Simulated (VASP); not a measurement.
**AgCl: electric field gradients with PBE**

The system is AgCl.

```xyz
2
Lattice="0.0277 2.7870 2.7870 2.7870 0.0277 2.7870 2.7870 2.7870 0.0277" Properties=species:S:1:pos:R:3 pbc="T T T"
Ag    2.8009    2.8009    2.8009
Cl    0.0000    0.0000    0.0000
```

This cell differs from its parent crystal: equal xy, yz and zx shear strains of +1 %.

```
Program                : VASP 6.6.1
Task                   : electric field gradients
Functional             : PBE
Potentials or basis    : VASP PAW PBE potentials, release 64 (Ag, Cl)
Cutoff                 : 520 eV
k mesh                 : 9 × 9 × 9
Occupations            : fermi-dirac, width 0.01 eV
Spin                   : no spin polarisation
Dipole correction      : no
Further INCAR settings : ALGO = Normal; EDIFF = 1e-08; NBANDS = 16
```

```
Pressure                                : 1.5 GPa
Band gap on the k mesh                  : 0.94 eV (least direct gap 3.13 eV)
Largest electric field gradient by atom : Ag -2.2; Cl +4.4 V/Å²
```

Stress tensor (GPa, compression positive):
```
 1.47 -0.05 -0.05
-0.05  1.47 -0.05
-0.05 -0.05  1.47
```

Levels at points of the mesh, in eV from the valence-band top:
```
           k point  band 6  band 7  band 8  band 9  band 10  band 11  band 12  band 13
(0.00, 0.00, 0.00)   -2.36   -2.33   -2.27   -2.27     0.94    10.77    10.95    10.95
```

Electric field gradients, principal values (V/Å²):
```tsv
atom	least	middle	greatest (by size)
1 Ag	1.087	1.087	-2.174
2 Cl	-2.209	-2.209	4.418
```

Run time: 98 s on 1 thread of Intel Xeon 8259CL, with other jobs on the host, peak memory 0.21 GiB.

Caveat: the cell differs from its parent crystal (equal xy, yz and zx shear strains of +1 %); without QUAD_EFG the Cq values of the log hold for a quadrupole moment of 1 mb, not for the nuclei; an odd mesh through Γ misses points on the zone boundary, where band edges can lie.
